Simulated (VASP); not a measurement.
# Ir (Immm) in VASP: notebook, part 2 of 2

VASP 6.6.1. The steps go on from the part before.

## (3) Single point, LDA (engineering shear strain xz -0.1650, engineering shear strain yz +0.0000)

Contents of INCAR:

```
SYSTEM = Ir
PREC     = Accurate       ! precision mode
ENCUT    = 560            ! plane-wave cutoff, eV
EDIFF    = 1E-6           ! SCF threshold, eV
ISMEAR   = 0              ! smearing method
SIGMA    = 0.15           ! smearing width, eV
LREAL    = .FALSE.        ! projectors in reciprocal space
LASPH    = .TRUE.         ! aspherical terms in the spheres
NELM     = 120            ! most SCF steps
ALGO     = Normal         ! electronic algorithm
ISIF     = 2              ! what is computed and relaxed
LWAVE    = .FALSE.        ! write WAVECAR
LCHARG   = .FALSE.        ! write CHGCAR
GGA      = CA             ! functional
NBANDS   = 14             ! bands
GGA_COMPAT= .FALSE.
```

Contents of KPOINTS:

```
regular mesh
0
G
  20 20 20
  0 0 0
```

Contents of POSCAR:

```
Ir
1.0
   -0.1571959003      1.9054048527      1.9054048527
    1.7482089524      0.0000000000      1.7482089524
    1.9054048527      1.9054048527     -0.1571959003
Ir
1
Direct
    0.0000000000      0.0000000000      0.0000000000
```

Potentials or basis: VASP PAW LDA potentials, release 64 (Ir_sv_GW).

Command:

```bash
$ cat potpaw_LDA.64/Ir_sv_GW/POTCAR > POTCAR
$ mpirun -np 1 vasp_std > vasp.out
```

OUTCAR:

```text
SYSTEM = Ir
   PREC = Accurate
   ENCUT = 560
   EDIFF = 1E-6
   ISMEAR = 0
   LREAL = .FALSE.
   LASPH = .TRUE.
   NELM = 120
   ISIF = 2
   GGA = CA

 ion  position               nearest neighbor table
   1  0.000  0.000  0.000-

  LATTYP: Found a body centered orthorhombic cell.
 ALAT       =     2.4723408103
 B/A-ratio  =     1.1798365122
 C/A-ratio  =     1.5413771797

  Lattice vectors:

 A1 = (   1.9054048527,  -1.9054048527,  -0.1571959003)
 A2 = (  -1.9054048527,  -1.9054048527,   0.1571959003)
 A3 = (   0.1571959003,   1.9054048527,  -1.9054048527)

[... 580 lines left out ...]
      8      10.5607      2.00000
      9      12.9718      1.84296
     10      14.7524      0.00000
     11      20.8846      0.00000
     12      27.7138      0.00000
     13      32.8082      0.00000
     14      35.5359      0.00000

 [... further k-points ...]
[... 5 lines left out ...]
  --------------------------------------------------------------------------------------
  -------------------------------------------------------------------------------------
  Total        1.9359033     -0.0999498      1.9359033      0.0000000      0.0000000      4.1181246
  in kB      225.7191830    -11.6537810    225.7191830      0.0000000      0.0000000    480.1581300
  external PRESSURE =     146.5948617 kB  Pullay stress =       0.0000000 kB

 VOLUME and BASIS-vectors are now :
 -----------------------------------------------------------------------------
  energy-cutoff  :      560.00
  volume of cell :       13.74
      direct lattice vectors                 reciprocal lattice vectors
    -0.157195900  1.905404853  1.905404853    -0.242412401  0.262411424  0.242412401
     1.748208952  0.000000000  1.748208952     0.286007001 -0.262411424  0.286007001
     1.905404853  1.905404853 -0.157195900     0.242412401  0.262411424 -0.242412401

 POSITION                                       TOTAL-FORCE (eV/Angst)
 -----------------------------------------------------------------------------------
      0.00000      0.00000      0.00000         0.000000      0.000000      0.000000
 -----------------------------------------------------------------------------------
    total drift:                               -0.000000     -0.000000      0.000000

  FREE ENERGIE OF THE ION-ELECTRON SYSTEM (eV)
  ---------------------------------------------------
  free  energy   TOTEN  =       -10.5563339220 eV

  energy  without entropy=      -10.5438781215  energy(sigma->0) =      -10.55010602
```

Wall time 2.7 min (1 thread of AMD EPYC 7R13 (Zen 3), shared host); peak memory 0.32 GiB.

Results:

| Property | Result |
| --- | --- |
| Free energy | -10.5563 eV |
| Pressure | 14.7 GPa |
| Band gap on the k mesh | zero (an odd number of electrons rules out a gap without spin polarisation) |

Levels at points of the mesh, in eV from the Fermi level:
| k point | band 5 | band 6 | band 7 | band 8 | band 9 | band 10 | band 11 | band 12 |
| --- | --- | --- | --- | --- | --- | --- | --- | --- |
| (0.00, 0.00, 0.00) | -11.28 | -5.17 | -4.82 | -2.47 | -0.79 | -0.72 | 13.47 | 17.05 |
| (0.50, 0.00, 0.00) | -8.57 | -5.09 | -2.59 | -1.40 | -0.05 | 1.57 | 6.65 | 14.02 |
| (0.00, 0.50, 0.00) | -8.18 | -5.32 | -3.16 | 0.33 | 0.61 | 1.78 | 9.45 | 12.89 |
| (0.50, 0.50, 0.00) | -8.16 | -7.60 | 0.40 | 1.41 | 2.09 | 2.20 | 11.66 | 11.73 |
| (0.50, 0.00, 0.50) | -8.32 | -7.65 | 1.27 | 1.77 | 1.78 | 1.82 | 8.90 | 11.00 |

Caveat: the cell differs from its parent crystal (engineering shear strain xz -0.1650, engineering shear strain yz +0.0000); the stress differs along the axes, from -1 to 23 GPa; spin-orbit coupling is left out, which moves the levels of the heavy elements.

## (4) Single point, LDA (engineering shear strain xz -0.2200, engineering shear strain yz +0.0000)

Contents of INCAR:

```
SYSTEM = Ir
PREC = Accurate
ENCUT = 560
EDIFF = 1E-6
ISMEAR = 0
SIGMA = 0.15
LREAL = .False.
LASPH = .True.
NELM = 120
ALGO = Normal
ISIF = 2
LWAVE = .False.
LCHARG = .False.
GGA = CA
NBANDS = 14
GGA_COMPAT = .False.
```

Contents of KPOINTS:

```
Automatic mesh
0
Gamma
  20 20 20
  0 0 0
```

Contents of POSCAR:

```
Ir
1.0
   -0.2095945338      1.9054048527      1.9054048527
    1.6958103189      0.0000000000      1.6958103189
    1.9054048527      1.9054048527     -0.2095945338
Ir
1
Direct
    0.0000000000      0.0000000000      0.0000000000
```

Command:

```bash
$ cat potpaw_LDA.64/Ir_sv_GW/POTCAR > POTCAR
$ mpirun -np 1 vasp_std > vasp.out
```

It took 2.5 min on 1 thread of Intel Xeon Platinum 8259CL at 2.50GHz (Skylake/Cascade Lake), shared host; peak memory 0.36 GiB.

It converged, with:

```yaml
Free_energy: -10.2781 eV
Pressure: 26.5 GPa
Band_gap_on_the_k_mesh: zero (an odd number of electrons rules out a gap without spin polarisation)
```

Stress tensor (GPa, compression positive):
```
40.71  0.00 62.71
 0.00 -1.98  0.00
62.71  0.00 40.71
```

Levels at points of the mesh, in eV from the Fermi level:
```tsv
k point	band 6	band 7	band 8	band 9	band 10	band 11
(0.00, 0.00, 0.00)	-5.48	-5.36	-1.85	-0.47	-0.46	13.39
(0.50, 0.00, 0.00)	-5.45	-1.98	-1.55	-0.38	1.85	6.47
(0.00, 0.50, 0.00)	-5.70	-2.81	0.52	0.77	1.95	10.39
(0.50, 0.50, 0.00)	-7.63	0.23	1.29	2.34	2.43	11.81
(0.50, 0.00, 0.50)	-7.67	1.52	1.86	1.89	1.95	8.14
```

Caveat: the cell differs from its parent crystal (engineering shear strain xz -0.2200, engineering shear strain yz +0.0000); the stress differs along the axes, from -2 to 41 GPa; spin-orbit coupling is left out, which moves the levels of the heavy elements.

## (5) Overview

| cell | gap on the mesh (eV) | pressure (GPa) |
| --- | --- | --- |
| a = 2.697, b = 2.546 Å, angles 61.8, 63.6, 61.8°, 1 atom | none | 6.3 |
| a = 2.699, b = 2.472 Å, angles 62.7, 65.4, 62.7°, 1 atom | none | 14.7 |
| a = 2.703, b = 2.398 Å, angles 63.7, 67.2, 63.7°, 1 atom | none | 26.5 |

Alike in all rows: task single point; level LDA; potentials or basis VASP PAW LDA potentials, release 64 (Ir_sv_GW); no spin polarisation; k mesh 20 × 20 × 20; cutoff (eV) 560; smearing gaussian 0.15 eV.

Caveats: spin-orbit coupling is left out, which moves the levels of the heavy elements; the stress differs along the axes, from -0 to 10 GPa (at least some runs); the stress differs along the axes, from -1 to 23 GPa (at least some runs); the stress differs along the axes, from -2 to 41 GPa (at least some runs).

Absolute energies hang on the potentials; compare differences alone.
